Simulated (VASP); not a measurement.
# Al (P6_3/mmc) in VASP: a series of runs

Al is run at these levels: PBEsol+D3(BJ); tasks: single point, relaxation of cell and atoms.

Everything below comes from runs of VASP 6.6.1. Logs are shortened: lines on timing, memory, paths and dates and some standing lists are left out, and cuts for length are marked.

## 1. The cell of the first run

The structure is hexagonal, space group P6_3/mmc (No. 194). Conventional cell: a = 2.790 Å, b = 2.790 Å, c = 4.648 Å, α = 90.00°, β = 90.00°, γ = 120.00°. Within 3.7 Å of Al (site symmetry -6m2) lie 12 Al at 2.79 to 2.83 Å.

## 2. Single point, PBEsol+D3(BJ)

The input, INCAR:

```
SYSTEM = Al
PREC     = Accurate       ! precision mode
ENCUT    = 520            ! plane-wave cutoff, eV
EDIFF    = 1E-7           ! SCF threshold, eV
ISMEAR   = 0              ! smearing method
SIGMA    = 0.1            ! smearing width, eV
LREAL    = .FALSE.        ! projectors in reciprocal space
LASPH    = .TRUE.         ! aspherical terms in the spheres
NELM     = 60             ! most SCF steps
ALGO     = Normal         ! electronic algorithm
ISIF     = 2              ! what is computed and relaxed
LWAVE    = .FALSE.        ! write WAVECAR
LCHARG   = .FALSE.        ! write CHGCAR
GGA      = PS             ! functional
IVDW     = 12             ! dispersion correction
NBANDS   = 10             ! bands
```

The input, KPOINTS:

```
regular mesh
0
G
  18 18 10
  0 0 0
```

The input, POSCAR:

```
Al
1.0
    2.7902591856      0.0000000000      0.0000000000
   -1.3951295928      2.4164353379      0.0000000000
    0.0000000000      0.0000000000      4.6479176761
Al
2
Direct
    0.6666666667      0.3333333333      0.7500000000
    0.3333333333      0.6666666667      0.2500000000
```

Potentials or basis: VASP PAW PBE potentials, release 64 (Al).

Run with:

```bash
$ cat potpaw_PBE.64/Al/POTCAR > POTCAR
$ mpirun -np 1 vasp_std > vasp.out
```

OUTCAR:

```text
SYSTEM = Al
   PREC = Accurate
   ENCUT = 520
   EDIFF = 1E-7
   ISMEAR = 0
   LREAL = .FALSE.
   LASPH = .TRUE.
   NELM = 60
   ISIF = 2
   GGA = PS
   IVDW = 12
 IVDW          = 12

 ion  position               nearest neighbor table
   1  0.667  0.333  0.750-   2 2.83   2 2.83   2 2.83   2 2.83   2 2.83   2 2.83
   2  0.333  0.667  0.250-   1 2.83   1 2.83   1 2.83   1 2.83   1 2.83   1 2.83

  LATTYP: Found a hexagonal cell.
 ALAT       =     2.7902591856
 C/A-ratio  =     1.6657655676

  Lattice vectors:

 A1 = (   2.7902591856,   0.0000000000,   0.0000000000)
 A2 = (  -1.3951295928,   2.4164353379,   0.0000000000)
 A3 = (   0.0000000000,   0.0000000000,   4.6479176761)

Analysis of symmetry for initial positions (statically):
=====================================================================
 Subroutine PRICEL returns:
 Original cell was already a primitive cell.

 Routine SETGRP: Setting up the symmetry group for a
 hexagonal supercell.

 Subroutine GETGRP returns: Found 24 space group operations
 (whereof 12 operations were pure point group operations)
 out of a pool of 24 trial point group operations.

The static configuration has the point symmetry D_3d.
 The point group associated with its full space group is D_6h.

Analysis of symmetry for dynamics (positions and initial velocities):
=====================================================================
 Subroutine PRICEL returns:
 Original cell was already a primitive cell.

 Routine SETGRP: Setting up the symmetry group for a
 hexagonal supercell.

 Subroutine GETGRP returns: Found 24 space group operations
 (whereof 12 operations were pure point group operations)
 out of a pool of 24 trial point group operations.

The dynamic configuration has the point symmetry D_3d.
 The point group associated with its full space group is D_6h.

 Subroutine INISYM returns: Found 24 space group operations
 (whereof 12 operations are pure point group operations),
 and found     1 'primitive' translations

----------------------------------------------------------------------------------------

                                     Primitive cell

  volume of cell :      31.3385

  direct lattice vectors                    reciprocal lattice vectors
     2.790259186  0.000000000  0.000000000     0.358389645  0.206916358  0.000000000
    -1.395129593  2.416435338  0.000000000     0.000000000  0.413832716  0.000000000
     0.000000000  0.000000000  4.647917676     0.000000000  0.000000000  0.215150110

  length of vectors
[... 91 lines left out ...]
   TEBEG  =    0.0;   TEEND  =   0.0 temperature during run
   PSTRESS=    0.0 pullay stress
   NELECT =       6.0000    total number of electrons
   NUPDOWN=      -1.0000    fix difference up-down
   EMIN   =  10.00;   EMAX   =-10.00  energy-range for DOS
   EFERMI =   0.00;   METHOD = LEGACY
   ISMEAR =     0;   SIGMA  =   0.10  broadening in eV -4-tet -1-fermi 0-gaus
   EFERMI_NEDOS =   21; number of points for ismear=-14 and -15
   IALGO  =     38    algorithm
   IMIX   =      4    mixing-type and parameters
     AMIX     =   0.40;   BMIX     =  1.00
     AMIX_MAG =   1.60;   BMIX_MAG =  1.00
  volume/ion in A,a.u.               =      15.67       105.74
  Fermi-wavevector in a.u.,A,eV,Ry     =   0.943552  1.783055 12.113137  0.890290
  Thomas-Fermi vector in A             =   2.071271
   LORBIT       =      0    0 simple, 1 ext, 2 COOP (PROOUT), +10 PAW based schemes
   GGA     = PS    functional components
   LHFCALC =     F    Hartree Fock is set to
   AEXX    =    0.0000 exact exchange contribution
   IVDW    =    12    specifies the selected vdW correction
   LEPSILON=     F    determine dielectric tensor
   LRPA    =     F    only Hartree local field effects (RPA)
 non-spin polarized calculation
 Gauss-broadening in eV      SIGMA  =   0.10
  energy-cutoff  :      520.00
  volume of cell :       31.34
 maximum number of plane-waves:       859
 NGX is ok and might be reduce to    24
   NGX = 11   NGY = 11   NGZ = 17

 number of electron       6.0000000 magnetization

 Free energy of the ion-electron system (eV)
  ---------------------------------------------------
  ext. energy  EPLUGINS =         0.00000000
  ---------------------------------------------------
  free energy    TOTEN  =        -8.10175857 eV

  energy without entropy =       -8.09672287  energy(sigma->0) =       -8.09924072

 E-fermi :   8.4892     XC(G=0): -10.4478

 val. band max:        8.4611930848   @ k =   0.3889   0.1667   0.2000
 cond. band min:       8.4966214417   @ k =   0.3333   0.2778   0.5000
 fundamental gap:      0.0354283570
 Fermi energy:         8.4892253448

 k-point     1 :       0.0000    0.0000    0.0000
  band No.  band energies     occupation
      1      -2.9958      2.00000
      2       3.5901      2.00000
      3       3.7991      2.00000
      4      19.8211      0.00000
      5      19.8211      0.00000
      6      20.0066      0.00000
      7      20.0066      0.00000
      8      20.5731      0.00000
      9      22.8128      0.00000
     10      23.3064      0.00000
[... 287 lines left out ...]
 k-point    24 :       0.3889    0.1111    0.0000
  band No.  band energies     occupation
      1       2.1369      2.00000
      2       4.7812      2.00000
      3       8.4085      1.74629
      4       8.8319      0.00000
      5      10.8336      0.00000
      6      11.1445      0.00000
      7      12.5829      0.00000
      8      17.7335      0.00000
      9      18.0345      0.00000
     10      19.4969      0.00000

 [... further k-points ...]

------------------------ aborting loop because EDIFF is reached ----------------------------------------

 Edisp (eV)   -0.66924

 E8    (eV) :    -0.4507

  FORCE on cell =-STRESS in cart. coord.  units (eV):
  Direction    XX          YY          ZZ          XY          YZ          ZX
  --------------------------------------------------------------------------------------
  -------------------------------------------------------------------------------------
  Total       0.01231     0.01231     0.01384     0.00000    -0.00000     0.00000
  in kB       0.62927     0.62927     0.70753     0.00000    -0.00000     0.00000
  external pressure =        0.66 kB  Pullay stress =        0.00 kB

 VOLUME and BASIS-vectors are now :
 -----------------------------------------------------------------------------
  energy-cutoff  :      520.00
  volume of cell :       31.34
      direct lattice vectors                 reciprocal lattice vectors
     2.790259186  0.000000000  0.000000000     0.358389645  0.206916358  0.000000000
    -1.395129593  2.416435338  0.000000000     0.000000000  0.413832716  0.000000000
     0.000000000  0.000000000  4.647917676     0.000000000  0.000000000  0.215150110

 POSITION                                       TOTAL-FORCE (eV/Angst)
 -----------------------------------------------------------------------------------
      1.39513      0.80548      3.48594        -0.000000      0.000000      0.000000
     -0.00000      1.61096      1.16198         0.000000      0.000000      0.000000
 -----------------------------------------------------------------------------------
    total drift:                                0.000000     -0.000000     -0.000000

  FREE ENERGIE OF THE ION-ELECTRON SYSTEM (eV)
  ---------------------------------------------------
  free  energy   TOTEN  =        -8.7709996954 eV

  energy  without entropy=       -8.7659639916  energy(sigma->0) =       -8.76848184
```

stdout:

```text
POSCAR found type information on POSCAR Al
 POSCAR found :  1 types and       2 ions
 scaLAPACK will be used
 -----------------------------------------------------------------------------
|                                                                             |
|                                                                             |
|     You enforced a specific xc type in the INCAR file but a different       |
|     I HOPE YOU KNOW WHAT YOU ARE DOING!                                     |
|                                                                             |
 -----------------------------------------------------------------------------

 LDA part: xc-table for (Slater+PW92), standard interpolation
 POSCAR, INCAR and KPOINTS ok, starting setup
 FFT: planning ... GRIDC
 FFT: planning ... GRID_SOFT
 FFT: planning ... GRID
 WAVECAR not read
 entering main loop
```

It took 20 s on 1 thread of Intel Xeon Platinum 8488C (Sapphire Rapids), shared host; peak memory 0.19 GiB.

What came out:

* Free energy: -8.7710 eV
* Pressure: 0.1 GPa
* Band gap on the k mesh: zero (band 3 reaches 12.56 eV, above the bottom of band 4 at 5.26 eV)
* Dispersion energy per atom: -0.335 eV

Levels at points of the mesh, in eV from the Fermi level:
| k point | band 1 | band 2 | band 3 | band 4 | band 5 | band 6 | band 7 |
| --- | --- | --- | --- | --- | --- | --- | --- |
| (0.00, 0.00, 0.00) | -11.49 | -4.90 | -4.69 | 11.33 | 11.33 | 11.52 | 11.52 |
| (0.50, 0.00, 0.00) | -5.36 | -5.27 | 0.60 | 1.05 | 1.40 | 1.76 | 6.09 |
| (0.00, 0.00, 0.50) | -9.78 | -9.78 | 3.17 | 3.17 | 12.38 | 12.38 | 12.38 |
| (0.50, 0.00, 0.50) | -4.05 | -4.05 | -3.23 | -3.23 | 7.53 | 7.53 | 7.67 |

Caveat: the PAW data sets were made with another functional, which shifts forces and pressure a little; pairwise dispersion overbinds metals, which lowers pressure and volume.

## 3. Relaxation of cell and atoms, PBEsol+D3(BJ), target pressure 4 GPa, at which the enthalpy is minimised

This run uses another cell than the first one, of 15.01 Å³/atom, 0.958 times its volume.

The input, INCAR:

```
SYSTEM = Al
PREC = Accurate
ENCUT = 600
EDIFF = 1E-7
ISMEAR = 0
SIGMA = 0.1
LREAL = .False.
LASPH = .True.
NELM = 100
ALGO = Fast
ISIF = 3
LWAVE = .False.
LCHARG = .False.
GGA = PS
IVDW = 12
IBRION = 2
NSW = 70
EDIFFG = -0.008
PSTRESS = 40.0
```

The input, KPOINTS:

```
regular mesh
0
Gamma
  18 18 10
  0 0 0
```

The input, POSCAR:

```
Al
1.0
    2.7506631872      0.0000000000      0.0000000000
   -1.3753315936      2.3821441974      0.0000000000
    0.0000000000      0.0000000000      4.5818617652
Al
2
Direct
    0.6666666667      0.3333333333      0.7500000000
    0.3333333333      0.6666666667      0.2500000000
```

Potentials or basis: VASP PAW PBE potentials, release 64 (Al).

Run with:

```bash
$ cat potpaw_PBE.64/Al/POTCAR > POTCAR
$ mpirun -np 1 vasp_std > vasp.out
```

OUTCAR:

```text
SYSTEM = Al
   PREC = Accurate
   ENCUT = 600
   EDIFF = 1E-7
   ISMEAR = 0
   LREAL = .False.
   LASPH = .True.
   NELM = 100
   ISIF = 3
   GGA = PS
   IVDW = 12
   IBRION = 2
   NSW = 70
   EDIFFG = -0.008
   PSTRESS = 40.0
 IVDW          = 12

 ion  position               nearest neighbor table
   1  0.667  0.333  0.750-   2 2.79   2 2.79   2 2.79   2 2.79   2 2.79   2 2.79
   2  0.333  0.667  0.250-   1 2.79   1 2.79   1 2.79   1 2.79   1 2.79   1 2.79

  LATTYP: Found a hexagonal cell.
 ALAT       =     2.7506631872
 C/A-ratio  =     1.6657298453

  Lattice vectors:

 A1 = (   2.7506631872,   0.0000000000,   0.0000000000)
 A2 = (  -1.3753315936,   2.3821441974,   0.0000000000)
 A3 = (   0.0000000000,   0.0000000000,   4.5818617652)

Analysis of symmetry for initial positions (statically):
=====================================================================
 Subroutine PRICEL returns:
 Original cell was already a primitive cell.
[... 258 lines left out ...]

 number of electron       6.0000000 magnetization

 Free energy of the ion-electron system (eV)
  ---------------------------------------------------
  ext. energy  EPLUGINS =         0.00000000
  ---------------------------------------------------
  free energy    TOTEN  =        -8.05789076 eV

  energy without entropy =       -8.05314987  energy(sigma->0) =       -8.05552031

 E-fermi :   8.9474     XC(G=0): -10.6011

 val. band max:        8.9461226271   @ k =   0.5000   0.0000   0.1000
 cond. band min:       8.9583271360   @ k =   0.3889  -0.0000   0.4000
 fundamental gap:      0.0122045089
 Fermi energy:         8.9473828834

 k-point     1 :       0.0000    0.0000    0.0000
  band No.  band energies     occupation
      1      -2.8385      2.00000
      2       3.8710      2.00000
      3       4.1919      2.00000
      4      20.6292      0.00000
      5      20.6292      0.00000
      6      20.6927      0.00000
      7      20.6927      0.00000
[... 221 lines left out ...]
 k-point    24 :       0.3889    0.1111    0.0000
  band No.  band energies     occupation
      1       2.4267      2.00000
      2       5.1274      2.00000
      3       8.8135      1.94171
      4       9.3446      0.00000
      5      11.3240      0.00000
      6      11.5980      0.00000
      7      13.3205      0.00000

 [... further k-points ...]

------------------------ aborting loop because EDIFF is reached ----------------------------------------

 Edisp (eV)   -0.69776

 E8    (eV) :    -0.4699
[... 29 lines left out ...]
  energy  without entropy=       -8.7509129538  energy(sigma->0) =       -8.75328340

  enthalpy is  TOTEN    =        -8.0047817906 eV   P V=        0.7508720570

 reached required accuracy - stopping structural energy minimisation
```

OSZICAR:

```text
N       E                     dE             d eps       ncg     rms          rms(c)
DAV:   1     0.294342166250E+00    0.29434E+00   -0.26279E+03  3108   0.770E+02
DAV:   2    -0.803316879365E+01   -0.83275E+01   -0.79804E+01  4158   0.554E+01
DAV:   3    -0.811922008842E+01   -0.86051E-01   -0.79975E-01  4501   0.678E+00
DAV:   4    -0.811959942065E+01   -0.37933E-03   -0.37892E-03  4361   0.379E-01
[... 15 lines left out ...]
RMM:   4    -0.805893727814E+01    0.32109E-06   -0.28862E-07  2556   0.455E-03    0.307E-03
RMM:   5    -0.805893731053E+01   -0.32382E-07   -0.37763E-08  1766   0.211E-03
   2 F= -.80047767E+01 E0= -.80023936E+01  d E =-.266290E-04
       N       E                     dE             d eps       ncg     rms          rms(c)
DAV:   1    -0.805789085528E+01    0.10464E-02   -0.51783E-05  4277   0.473E-02    0.715E-03
RMM:   2    -0.805789075901E+01    0.96266E-07   -0.24480E-07  2502   0.439E-03
   3 F= -.80047818E+01 E0= -.80024113E+01  d E =-.317607E-04
```

Run time: 36 s. Hardware: 1 thread of Intel Xeon 6975P-C (Granite Rapids), shared host; peak memory 0.19 GiB.

Results:

```
Free energy                                            : -8.7557 eV
Relaxed volume                                         : 15.04 Å³/atom
Relaxed cell                                           : a = 2.753 Å, b = 2.753 Å, c = 4.584 Å, α = 90.00°, β = 90.00°, γ = 120.00°
Space group after relaxing (to 0.05 Å)                 : P6_3/mmc (No. 194)
Energy change on relaxing (the enthalpy is what falls) : -0.7 meV/atom
Ionic steps                                            : 3
Pressure after relaxing                                : 4.0 GPa
Band gap on the k mesh                                 : zero (band 3 reaches 13.10 eV, above the bottom of band 4 at 5.67 eV)
Dispersion energy per atom                             : -0.349 eV
```

The path:
```csv
step,energy change (eV),largest force (eV/Å),pressure (GPa),volume (Å³)
1,0.0000,0.0000,4.18,30.02
2,-0.0019,0.0000,3.92,30.10
3,-0.0014,0.0000,3.99,30.08
```

Final structure:
```
Al
1.0
     2.75256    0.00000    0.00000
    -1.37628    2.38379    0.00000
     0.00000    0.00000    4.58365
Al
2
Direct
  0.66667 0.33333 0.75000
  0.33333 0.66667 0.25000
```

Caveat: the cell is relaxed towards a set pressure, so the enthalpy falls and the energy may rise; the PAW data sets were made with another functional, which shifts forces and pressure a little; pairwise dispersion overbinds metals, which lowers pressure and volume.
